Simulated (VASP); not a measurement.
A run of VASP 6.6.1:

Contents of INCAR:

```
SYSTEM = Ta
  PREC = Accurate
  ENCUT = 520
  EDIFF = 1E-7
  ISMEAR = 0
  SIGMA = 0.15
  LREAL = .FALSE.
  LASPH = .TRUE.
  NELM = 100
  ALGO = Fast
  ISIF = 2
  LWAVE = .FALSE.
  LCHARG = .FALSE.
  GGA = PE
  NBANDS = 12
```

The input KPOINTS:

```
regular mesh
0
G
  26 26 26
  0 0 0
```

File POSCAR:

```
Ta
1.0
   -1.5930190273      1.5930190273      1.5930190273
    1.5930190273     -1.5930190273      1.5930190273
    1.5930190273      1.5930190273     -1.5930190273
Ta
1
Direct
    0.0000000000      0.0000000000      0.0000000000
```

Potentials or basis: VASP PAW PBE potentials, release 64 (Ta_pv).

Launch:

```bash
$ cat potpaw_PBE.64/Ta_pv/POTCAR > POTCAR
$ mpirun -np 1 vasp_std > vasp.out
```

Hardware: 1 thread of Intel Xeon 8259CL, with other jobs on the host.

Problem. How long does it take, and how much memory?

Solution. Wall time 3.7 min on 1 thread of Intel Xeon 8259CL (shared host), peak memory 0.22 GiB. Counts: scf iterations 14, k points 511.
